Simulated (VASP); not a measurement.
# WC (Cmmm) in VASP: a series of runs

The runs below take WC through vibrations by perturbation theory, electric field gradients, with PBEsol, PBE.

Program: VASP 6.6.1. These are calculated values, not measurements. Logs are shortened: lines on timing, memory, paths and dates and some standing lists are left out, and cuts for length are marked.

## Step 1: The cell of the first run

The structure is orthorhombic, space group Cmmm (No. 65). Conventional cell: a = 3.281 Å, b = 4.236 Å, c = 4.309 Å, α = 90.00°, β = 90.00°, γ = 90.00°. W (site symmetry mmm) has 6 W at 2.68 to 3.28 Å and 8 C at 2.71 to 3.02 Å within 3.5 Å. Within 3.5 Å of C (site symmetry mmm) lie 6 C at 2.68 to 3.28 Å and 8 W at 2.71 to 3.02 Å.

## Step 2: Vibrations by perturbation theory, PBEsol

Input file INCAR:

```
SYSTEM = WC
PREC     = Accurate       ! precision mode
ENCUT    = 520            ! plane-wave cutoff, eV
EDIFF    = 1E-8           ! SCF threshold, eV
ISMEAR   = -1             ! smearing method
SIGMA    = 0.05           ! smearing width, eV
LREAL    = .FALSE.        ! projectors in reciprocal space
LASPH    = .TRUE.         ! aspherical terms in the spheres
NELM     = 60             ! most SCF steps
ALGO     = Normal         ! electronic algorithm
ISIF     = 2              ! what is computed and relaxed
LWAVE    = .FALSE.        ! write WAVECAR
LCHARG   = .FALSE.        ! write CHGCAR
GGA      = PS             ! functional
NBANDS   = 16             ! bands
IBRION   = 8              ! ionic algorithm
NSW      = 1              ! ionic steps
```

Input file KPOINTS:

```
Automatic mesh
0
G
  7 7 5
  0 0 0
```

Input file POSCAR:

```
WC
1.0
    1.6403461100     -2.1180379000      0.0000000000
    1.6403461100      2.1180379000      0.0000000000
    0.0000000000      0.0000000000      4.3094211000
W C
1 1
Direct
    0.5000000000      0.5000000000      0.5000000000
    0.0000000000      0.0000000000      0.0000000000
```

Potentials or basis: VASP PAW PBE potentials, release 64 (W_sv, C).

The run is started by

```sh
cat potpaw_PBE.64/W_sv/POTCAR potpaw_PBE.64/C/POTCAR > POTCAR
mpirun -np 1 vasp_std > vasp.out
```

OUTCAR:

```text
SYSTEM = WC
   PREC = Accurate
   ENCUT = 520
   EDIFF = 1E-8
   ISMEAR = -1
   LREAL = .FALSE.
   LASPH = .TRUE.
   NELM = 60
   ISIF = 2
   GGA = PS
   IBRION = 8
   NSW = 1

 ion  position               nearest neighbor table
   1  0.500  0.500  0.500-   2 2.71   2 2.71   2 2.71   2 2.71
   2  0.000  0.000  0.000-   1 2.71   1 2.71   1 2.71   1 2.71

  LATTYP: Found a base centered orthorhombic cell.
 ALAT       =     3.2806922200
 B/A-ratio  =     1.2912140231
 C/A-ratio  =     1.3135706769

  Lattice vectors:

 A1 = (   1.6403461100,  -2.1180379000,   0.0000000000)
 A2 = (   1.6403461100,   2.1180379000,   0.0000000000)
 A3 = (   0.0000000000,   0.0000000000,   4.3094211000)

Analysis of symmetry for initial positions (statically):
=====================================================================
 Subroutine PRICEL returns:
 Original cell was already a primitive cell.

 Routine SETGRP: Setting up the symmetry group for a
 base centered orthorhombic supercell.

 Subroutine GETGRP returns: Found  8 space group operations
 (whereof  8 operations were pure point group operations)
 out of a pool of  8 trial point group operations.

The static configuration has the point symmetry D_2h.

Analysis of symmetry for dynamics (positions and initial velocities):
=====================================================================
 Subroutine PRICEL returns:
 Original cell was already a primitive cell.

 Routine SETGRP: Setting up the symmetry group for a
 base centered orthorhombic supercell.

 Subroutine GETGRP returns: Found  8 space group operations
 (whereof  8 operations were pure point group operations)
 out of a pool of  8 trial point group operations.

The dynamic configuration has the point symmetry D_2h.

 Subroutine INISYM returns: Found  8 space group operations
 (whereof  8 operations are pure point group operations),
 and found     1 'primitive' translations

----------------------------------------------------------------------------------------

                                     Primitive cell

  volume of cell :      29.9446

  direct lattice vectors                    reciprocal lattice vectors
     1.640346110 -2.118037900  0.000000000     0.304813720 -0.236067542  0.000000000
     1.640346110  2.118037900  0.000000000     0.304813720  0.236067542  0.000000000
     0.000000000  0.000000000  4.309421100     0.000000000  0.000000000  0.232049729

  length of vectors
     2.678958735  2.678958735  4.309421100     0.385537661  0.385537661  0.232049729

  position of ions in fractional coordinates (direct lattice)
     0.500000000  0.500000000  0.500000000
     0.000000000  0.000000000  0.000000000

  ion indices of the primitive-cell ions
   primitive index   ion index
                 1           1
                 2           2

----------------------------------------------------------------------------------------

 KPOINTS: Automatic mesh

Automatic generation of k-mesh.
 Grid dimensions read from file:
 generate k-points for:    7    7    5

 Generating k-lattice:

  Cartesian coordinates                     Fractional coordinates (reciprocal lattice)
     0.043544817 -0.033723935  0.000000000     0.142857143  0.000000000  0.000000000
     0.043544817  0.033723935  0.000000000     0.000000000  0.142857143  0.000000000
     0.000000000  0.000000000  0.046409946     0.000000000  0.000000000  0.200000000

  Length of vectors
[... 77 lines left out ...]
  Fermi-wavevector in a.u.,A,eV,Ry     =   1.381634  2.610909 25.972324  1.908912
  Thomas-Fermi vector in A             =   2.506400
   LORBIT       =      0    0 simple, 1 ext, 2 COOP (PROOUT), +10 PAW based schemes
   GGA     = PS    functional components
   LHFCALC =     F    Hartree Fock is set to
   AEXX    =    0.0000 exact exchange contribution
   IVDW    =     0    specifies the selected vdW correction
   LEPSILON=     F    determine dielectric tensor
   LRPA    =     F    only Hartree local field effects (RPA)
 non-spin polarized calculation
  energy-cutoff  :      520.00
  volume of cell :       29.94
 maximum number of plane-waves:       822
   NGX =  9   NGY =  9   NGZ = 17

--------------------------------------- Ionic step        1  -------------------------------------------

 number of electron      18.0000005 magnetization

 Free energy of the ion-electron system (eV)
  ---------------------------------------------------
  ext. energy  EPLUGINS =         0.00000000
  ---------------------------------------------------
  free energy    TOTEN  =       -17.75314989 eV

  energy without entropy =      -17.74143797  energy(sigma->0) =      -17.74729393

 E-fermi :   6.9979     XC(G=0): -12.0218

 val. band max:        6.9790582894   @ k =   0.2857   0.2857   0.4000
 cond. band min:       7.0267317207   @ k =   0.2857   0.1429   0.2000
 fundamental gap:      0.0476734313
 Fermi energy:         6.9979208935

 k-point     1 :       0.0000    0.0000    0.0000
  band No.  band energies     occupation
      1     -67.7856      2.00000
      2     -32.0659      2.00000
      3     -31.4400      2.00000
      4     -31.1724      2.00000
      5      -5.3184      2.00000
      6       1.3788      2.00000
[... 433 lines left out ...]
      3     -31.9286      2.00000
      4     -31.4546      2.00000
      5      -2.5036      2.00000
      6       2.3390      2.00000
[... 8 lines left out ...]
     15      16.5499      0.00000
     16      18.5500      0.00000

 [... further k-points ...]
[... 5 lines left out ...]
  --------------------------------------------------------------------------------------
  -------------------------------------------------------------------------------------
  Total       -7.8006717     -0.9771951    -11.6388992     -0.0000000      0.0000000      0.0000000
  in kB     -417.3730783    -52.2845906   -622.7365274     -0.0000000      0.0000000      0.0000000
  external PRESSURE =    -364.1313988 kB  Pullay stress =       0.0000000 kB

 VOLUME and BASIS-vectors are now :
 -----------------------------------------------------------------------------
  energy-cutoff  :      520.00
  volume of cell :       29.94
      direct lattice vectors                 reciprocal lattice vectors
     1.640346110 -2.118037900  0.000000000     0.304813720 -0.236067542  0.000000000
     1.640346110  2.118037900  0.000000000     0.304813720  0.236067542  0.000000000
     0.000000000  0.000000000  4.309421100     0.000000000  0.000000000  0.232049729

 POSITION                                       TOTAL-FORCE (eV/Angst)
 -----------------------------------------------------------------------------------
      1.64035      0.00000      2.15471         0.000000     -0.000000      0.000000
      0.00000      0.00000      0.00000        -0.000000      0.000000      0.000000
 -----------------------------------------------------------------------------------
    total drift:                                0.000000      0.000000      0.000000

  FREE ENERGIE OF THE ION-ELECTRON SYSTEM (eV)
  ---------------------------------------------------
  free  energy   TOTEN  =       -17.7531498948 eV

  energy  without entropy=      -17.7414379690  energy(sigma->0) =      -17.74729393

[... ionic steps 2 to 3 ...]

--------------------------------------- Ionic step        4  -------------------------------------------

------------------------ aborting loop because EDIFF is reached ----------------------------------------

--------------------------------------- Ionic step        5  -------------------------------------------
[... 13 lines left out ...]
------------------------ aborting loop because EDIFF is reached ----------------------------------------

--------------------------------------- Ionic step        9  -------------------------------------------

 Free energy of the ion-electron system (eV)
  ---------------------------------------------------
  ---------------------------------------------------
  free energy    TOTEN  =        -0.10848770 eV

  energy without entropy =       -0.10848770

------------------------ aborting loop because EDIFF is reached ----------------------------------------

 INTERNAL STRAIN TENSOR  FOR ION    2  DIRECTION 3   (eV/Angst):
 -----------------------------------------------------------------------------
    -0.00328  0.00000  0.00000
     0.00000  0.01002  0.00000
     0.00000  0.00000  0.00927

 INTERNAL STRAIN TENSOR FOR ION    2 for displacements in x,y,z  (eV/Angst):
          X           Y           Z          XY          YZ          ZX
  --------------------------------------------------------------------------------
  x     0.00000     0.00000     0.00000     0.00000     0.00000     0.00000
  y     0.00000     0.00000     0.00000     0.00000     0.00000     0.00000
  z     0.00000     0.00000     0.00000     0.00000     0.00000     0.00000

 SECOND DERIVATIVES (NOT SYMMETRIZED)
 ------------------------------------
               1X          1Y          1Z          2X          2Y          2Z
  1X     3.064220    0.000000    0.000000   -3.064220    0.000000    0.000000
  1Y     0.000000    1.183713    0.000000    0.000000   -1.183713    0.000000
  1Z     0.000000    0.000000    8.237980    0.000000    0.000000   -8.237980
  2X    -3.074888    0.000000    0.000000    3.074888    0.000000    0.000000
  2Y     0.000000   -1.198342    0.000000    0.000000    1.198342    0.000000
  2Z     0.000000    0.000000   -8.241851    0.000000    0.000000    8.241851

 Eigenvectors and eigenvalues of the dynamical matrix
 ----------------------------------------------------

   1 f  =    0.007467 THz     0.046918 2PiTHz    0.249081 cm-1     0.030882 meV
             X         Y         Z           dx          dy          dz
      1.640346  0.000000  2.154711     0.000000   -0.969215    0.000000
      0.000000  0.000000  0.000000     0.000000   -0.246217    0.000000
[... 21 lines left out ...]
   6 f/i=   13.366245 THz    83.982595 2PiTHz  445.849947 cm-1    55.278323 meV
             X         Y         Z           dx          dy          dz
      1.640346  0.000000  2.154711     0.000000    0.000000   -0.247582
      0.000000  0.000000  0.000000     0.000000    0.000000    0.968867

--------------------------------------------------------------------------------------------------------

 ELASTIC MODULI CONTR FROM IONIC RELAXATION (kBar)
 Direction    XX          YY          ZZ          XY          YZ          ZX
 --------------------------------------------------------------------------------
 XX           0.0000      0.0000      0.0000      0.0000      0.0000      0.0000
 YY           0.0000      0.0000      0.0000      0.0000      0.0000      0.0000
 ZZ           0.0000      0.0000      0.0000      0.0000      0.0000      0.0000
 XY           0.0000      0.0000      0.0000      0.0000      0.0000      0.0000
 YZ           0.0000      0.0000      0.0000      0.0000      0.0000      0.0000
 ZX           0.0000      0.0000      0.0000      0.0000      0.0000      0.0000
 --------------------------------------------------------------------------------
```

It took 92 s on 1 thread of Intel Xeon 6975P-C (Granite Rapids), shared host; peak memory 0.18 GiB.

What came out:

| Property | Result |
| --- | --- |
| Highest phonon frequency at Γ, LO-TO splitting left out | 0 cm⁻¹ |
| Most unstable mode | 446i cm⁻¹ |

Phonon frequencies in cm⁻¹ (negative: imaginary):
```
              q point           frequencies
(0.000, 0.000, 0.000)  -446 -272 -170 0 0 0
```

Caveat: the cell wasn't relaxed at this level first, which shifts response properties; some modes are imaginary; the PAW data sets were made with another functional, which shifts forces and pressure a little; spin-orbit coupling is left out, which moves the levels of the heavy elements.

## Step 3: Electric field gradients, PBE

Input file INCAR:

```
PREC     = Accurate       # precision mode
ENCUT    = 520            # plane-wave cutoff, eV
EDIFF    = 1E-8           # SCF threshold, eV
ISMEAR   = -1             # smearing method
SIGMA    = 0.05           # smearing width, eV
LREAL    = F              # projectors in reciprocal space
LASPH    = T              # aspherical terms in the spheres
NELM     = 60             # most SCF steps
ALGO     = Normal         # electronic algorithm
ISIF     = 2              # what is computed and relaxed
LWAVE    = F              # write WAVECAR
LCHARG   = F              # write CHGCAR
GGA      = PE             # functional
LEFG     = T            
NBANDS   = 16             # bands
```

Input file KPOINTS:

```
Automatic mesh
0
Gamma
  10 10 6
```

POSCAR is that of step 2.

Potentials or basis: VASP PAW PBE potentials, release 64 (W_sv, C).

The run is started by

```sh
cat potpaw_PBE.64/W_sv/POTCAR potpaw_PBE.64/C/POTCAR > POTCAR
mpirun -np 1 vasp_std > vasp.out
```

OUTCAR:

```text
PREC = Accurate
   ENCUT = 520
   EDIFF = 1E-8
   ISMEAR = -1
   LREAL = F
   LASPH = T
   NELM = 60
   ISIF = 2
   GGA = PE

 ion  position               nearest neighbor table
   1  0.500  0.500  0.500-   2 2.71   2 2.71   2 2.71   2 2.71
   2  0.000  0.000  0.000-   1 2.71   1 2.71   1 2.71   1 2.71

  LATTYP: Found a base centered orthorhombic cell.
 ALAT       =     3.2806922200
 B/A-ratio  =     1.2912140231
 C/A-ratio  =     1.3135706769

  Lattice vectors:

 A1 = (   1.6403461100,  -2.1180379000,   0.0000000000)
 A2 = (   1.6403461100,   2.1180379000,   0.0000000000)
[... 668 lines left out ...]
  free  energy   TOTEN  =       -16.7073961136 eV

  energy  without entropy=      -16.6927315130  energy(sigma->0) =      -16.70006381

 Electric field gradients (V/A^2)
---------------------------------------------------------------------
 ion       V_xx      V_yy      V_zz      V_xy      V_xz      V_yz
---------------------------------------------------------------------
   1     -68.228  -184.830   253.058    -0.000    -0.000    -0.000
   2     -23.261    30.869    -7.609    -0.000    -0.000    -0.000
---------------------------------------------------------------------

 Electric field gradients after diagonalization (V/A^2)
 (convention: |V_zz| > |V_xx| > |V_yy|)
----------------------------------------------------------------------
 ion       V_xx      V_yy      V_zz     asymmetry (V_yy - V_xx)/ V_zz
----------------------------------------------------------------------
   1    -184.830   -68.228   253.058       0.461
   2     -23.261    -7.609    30.869       0.507
----------------------------------------------------------------------

           NMR quadrupolar parameters

 Cq : quadrupolar parameter    Cq=e*Q*V_zz/h
 eta: asymmetry parameters     (V_yy - V_xx)/ V_zz
 Q  : nuclear electric quadrupole moment in mb (millibarn)
----------------------------------------------------------------------
 ion       Cq(MHz)       eta       Q (mb)
----------------------------------------------------------------------
   1       0.612       0.461       1.000
   2       0.075       0.507       1.000
----------------------------------------------------------------------
```

Run time: 62 s. Hardware: 1 thread of AMD EPYC 7R43 (Zen 3), shared host; peak memory 0.14 GiB.

What came out:

* Free energy: -16.7074 eV
* Pressure: -32.0 GPa
* Band gap on the k mesh: zero (band 9 reaches 8.95 eV, above the bottom of band 10 at 4.88 eV)

Levels at points of the mesh, in eV from the Fermi level:
| k point | band 7 | band 8 | band 9 | band 10 | band 11 | band 12 |
| --- | --- | --- | --- | --- | --- | --- |
| (0.00, 0.00, 0.00) | -3.40 | -3.20 | 1.82 | 2.07 | 2.11 | 2.67 |
| (0.50, 0.00, 0.00) | -4.80 | -3.69 | 1.86 | 1.88 | 2.59 | 3.50 |
| (0.50, 0.50, 0.00) | -3.30 | -2.60 | -0.89 | -0.73 | -0.19 | 1.00 |
| (0.00, 0.00, 0.50) | -3.37 | -2.67 | 0.21 | 2.05 | 2.60 | 3.67 |
| (0.50, 0.00, 0.50) | -3.93 | -2.48 | -0.67 | 0.22 | 2.22 | 2.37 |
| (0.50, 0.50, 0.50) | -5.01 | -2.87 | 0.22 | 1.08 | 2.66 | 3.63 |

Electric field gradients, principal values (V/Å²):
```
atom    least    middle  greatest (by size)
 1 W  -68.228  -184.830             253.058
 2 C   -7.609   -23.261              30.869
```

Caveat: without QUAD_EFG the Cq values of the log hold for a quadrupole moment of 1 mb, not for the nuclei; spin-orbit coupling is left out, which moves the levels of the heavy elements.
